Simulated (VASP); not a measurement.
Al: single point with PBEsol

Crystal: Al.

```xyz
1
Lattice="0.0000 1.7828 1.7828 1.7828 0.0000 1.7828 1.7828 1.7828 0.0000" Properties=species:S:1:pos:R:3 pbc="T T T"
Al    0.0000    0.0000    0.0000
```

```yaml
Program: VASP 6.6.1
Task: single point
Functional: PBEsol
Potentials_or_basis: VASP PAW PBE potentials, release 64 (Al)
Cutoff: 500 eV
k_mesh: 18 × 18 × 18
Occupations: fermi-dirac, width 0.05 eV
Spin: no spin polarisation
Dipole_correction: no
Further_INCAR_settings: ALGO = Normal; EDIFF = 1e-06; NBANDS = 8
```

```json
{"Pressure": "63.8 GPa"}
```

Levels at points of the mesh, in eV from the Fermi level:
```csv
k point,band 1,band 2,band 3,band 4,band 5
"(0.00, 0.00, 0.00)",-13.89,14.95,14.95,14.95,19.58
"(0.50, 0.00, 0.00)",-6.09,-4.88,13.39,13.39,16.19
"(0.50, 0.50, 0.00)",-3.72,-1.88,5.35,7.78,7.78
```

It took 5.3 s on 1 thread of Intel(R) Xeon(R) 6975P-C (Granite Rapids) (shared host), peak memory 0.12 GiB.

Caveat: the PAW data sets were made with another functional, which shifts forces and pressure a little.
